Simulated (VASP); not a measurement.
# Nb (Fm-3m) in VASP: further runs, part 2 of 2

VASP 6.6.1. Earlier steps stand in the parts before.

### 4 Single point, r2SCAN

This run uses another cell than the first one, of 18.92 Å³/atom, 1.042 times its volume.

Input file POSCAR:

```
Nb
1.0
    0.0000000000      2.1150000000      2.1150000000
    2.1150000000      0.0000000000      2.1150000000
    2.1150000000      2.1150000000      0.0000000000
Nb
1
Direct
    0.0000000000      0.0000000000      0.0000000000
```

Input file INCAR.step1:

```
PREC = Accurate ; ENCUT = 520
ISMEAR = -1 ; SIGMA = 0.05
LREAL = F ; LASPH = T
NELM = 80 ; NBANDS = 12
GGA = PE ; ALGO = Normal
EDIFF = 1E-4 ; LWAVE = T
LCHARG = F
```

Input file INCAR.step2:

```
PREC = Accurate ; ENCUT = 520
EDIFF = 1E-6 ; ISMEAR = -1
SIGMA = 0.05 ; LREAL = F
LASPH = T ; NELM = 80
ALGO = Normal ; ISIF = 2
LWAVE = F ; LCHARG = F
METAGGA = R2SCAN ; LMIXTAU = T
NBANDS = 12 ; ISTART = 1
```

Input file KPOINTS:

```
regular mesh
0
Gamma
  11 11 11
```

Potentials or basis: VASP PAW PBE potentials, release 64 (Nb_sv).

Run with:

```
$ cat potpaw_PBE.64/Nb_sv/POTCAR > POTCAR
$ cp INCAR.step1 INCAR
$ mpirun -np 1 vasp_std > vasp.out
$ cp INCAR.step2 INCAR
$ mpirun -np 1 vasp_std > vasp.out
```

OUTCAR:

```text
PREC = Accurate
   ENCUT = 520
   EDIFF = 1E-6
   ISMEAR = -1
   LREAL = F
   LASPH = T
   NELM = 80
   ISIF = 2
   METAGGA = R2SCAN
   ISTART = 1

 ion  position               nearest neighbor table
   1  0.000  0.000  0.000-

  LATTYP: Found a face centered cubic cell.
 ALAT       =     4.2300000000

  Lattice vectors:

 A1 = (   0.0000000000,   2.1150000000,   2.1150000000)
 A2 = (   2.1150000000,   0.0000000000,   2.1150000000)
 A3 = (   2.1150000000,   2.1150000000,   0.0000000000)

Analysis of symmetry for initial positions (statically):
=====================================================================
 Subroutine PRICEL returns:
 Original cell was already a primitive cell.

 Routine SETGRP: Setting up the symmetry group for a
 face centered cubic supercell.

 Subroutine GETGRP returns: Found 48 space group operations
 (whereof 48 operations were pure point group operations)
 out of a pool of 48 trial point group operations.

The static configuration has the point symmetry O_h .

Analysis of symmetry for dynamics (positions and initial velocities):
[... 167 lines left out ...]
      3     -20.4316      2.00000
      4     -20.4316      2.00000
      5       4.2653      2.00000
      6      10.9978      0.19972
      7      10.9978      0.19972
      8      10.9978      0.19972
      9      13.7904      0.00000
     10      13.7904      0.00000
     11      23.0813      0.00000
     12      28.2833      0.00000
[... 331 lines left out ...]
 k-point    24 :      -0.1818    0.1818    0.0000
  band No.  band energies     occupation
      1     -45.6463      2.00000
      2     -21.1232      2.00000
      3     -20.7181      2.00000
      4     -20.5105      2.00000
      5       6.9774      2.00000
      6       9.5744      2.00000
      7      10.9355      0.55732
      8      12.3432      0.00000
      9      12.4072      0.00000
     10      15.4141      0.00000
     11      24.7288      0.00000
     12      27.3057      0.00000

 [... further k-points ...]

------------------------ aborting loop because EDIFF is reached ----------------------------------------

  FORCE on cell =-STRESS in cart. coord.  units (eV):
  Direction    XX          YY          ZZ          XY          YZ          ZX
  --------------------------------------------------------------------------------------
  -------------------------------------------------------------------------------------
  Total       -0.3033431     -0.3033431     -0.3033431     -0.0000000      0.0000000     -0.0000000
  in kB      -25.6852396    -25.6852396    -25.6852396     -0.0000000      0.0000000     -0.0000000
  external PRESSURE =     -25.6852396 kB  Pullay stress =       0.0000000 kB

 VOLUME and BASIS-vectors are now :
 -----------------------------------------------------------------------------
  energy-cutoff  :      520.00
  volume of cell :       18.92
      direct lattice vectors                 reciprocal lattice vectors
     0.000000000  2.115000000  2.115000000    -0.236406619  0.236406619  0.236406619
     2.115000000  0.000000000  2.115000000     0.236406619 -0.236406619  0.236406619
     2.115000000  2.115000000  0.000000000     0.236406619  0.236406619 -0.236406619

 POSITION                                       TOTAL-FORCE (eV/Angst)
 -----------------------------------------------------------------------------------
      0.00000      0.00000      0.00000        -0.000000      0.000000     -0.000000
 -----------------------------------------------------------------------------------
    total drift:                               -0.000000     -0.000000     -0.000000

  FREE ENERGIE OF THE ION-ELECTRON SYSTEM (eV)
  ---------------------------------------------------
  free  energy   TOTEN  =       -24.5132229719 eV

  energy  without entropy=      -24.5009276814  energy(sigma->0) =      -24.50707533
```

OUTCAR.step1:

```text
PREC = Accurate
   ENCUT = 520
   ISMEAR = -1
   LREAL = F
   LASPH = T
   NELM = 80
[... 573 lines left out ...]

 POSITION                                       TOTAL-FORCE (eV/Angst)
 -----------------------------------------------------------------------------------
      0.00000      0.00000      0.00000        -0.000000     -0.000000      0.000000
 -----------------------------------------------------------------------------------
    total drift:                               -0.000000     -0.000000      0.000000

  FREE ENERGIE OF THE ION-ELECTRON SYSTEM (eV)
  ---------------------------------------------------
  free  energy   TOTEN  =        -9.8993198094 eV

  energy  without entropy=       -9.8874961348  energy(sigma->0) =       -9.89340797
```

OSZICAR.step1:

```text
N       E                     dE             d eps       ncg     rms          rms(c)
DAV:   1     0.117256164739E+03    0.11726E+03   -0.72585E+03  1344   0.108E+03
DAV:   2    -0.543584141201E+01   -0.12269E+03   -0.11814E+03  1452   0.383E+02
DAV:   3    -0.100389221538E+02   -0.46031E+01   -0.43747E+01  1880   0.652E+01
DAV:   4    -0.103573545573E+02   -0.31843E+00   -0.31707E+00  1924   0.159E+01
DAV:   5    -0.103694317418E+02   -0.12077E-01   -0.12071E-01  1928   0.260E+00    0.656E+00
DAV:   6    -0.994461447267E+01    0.42482E+00   -0.67546E-01  2116   0.102E+01    0.230E+00
DAV:   7    -0.989475549514E+01    0.49859E-01   -0.19940E-01  2192   0.547E+00    0.992E-01
DAV:   8    -0.989928007284E+01   -0.45246E-02   -0.12885E-02  1580   0.149E+00    0.411E-02
DAV:   9    -0.989931980941E+01   -0.39737E-04   -0.89703E-04  2268   0.309E-01
   1 F= -.98993198E+01 E0= -.98934080E+01  d E =-.118237E-01
```

Run time: 85 s. Hardware: 1 thread of AMD EPYC 7R13, shared host; peak memory 0.12 GiB.

Results:

```yaml
Free_energy: -24.5132 eV
Pressure: -2.6 GPa
```

Caveat: the PAW data sets were made with another functional, which shifts forces and pressure a little.

### 5 Overview

```csv
cell,gap on the mesh (eV),pressure (GPa)
"a = 2.951 Å, angles 60.0°, 1 atom",none,4.2
"a = 2.971 Å, angles 60.0°, 1 atom",none,0.6
"a = 2.991 Å, angles 60.0°, 1 atom",none,-2.6
```

Alike in all rows: task single point; level r2SCAN; potentials or basis VASP PAW PBE potentials, release 64 (Nb_sv); no spin polarisation; k mesh 11 × 11 × 11; cutoff (eV) 520; smearing fermi-dirac 0.05 eV.

Caveats: the PAW data sets were made with another functional, which shifts forces and pressure a little.

Total energies depend on the potentials used, so only differences within one code and one set of settings carry meaning.
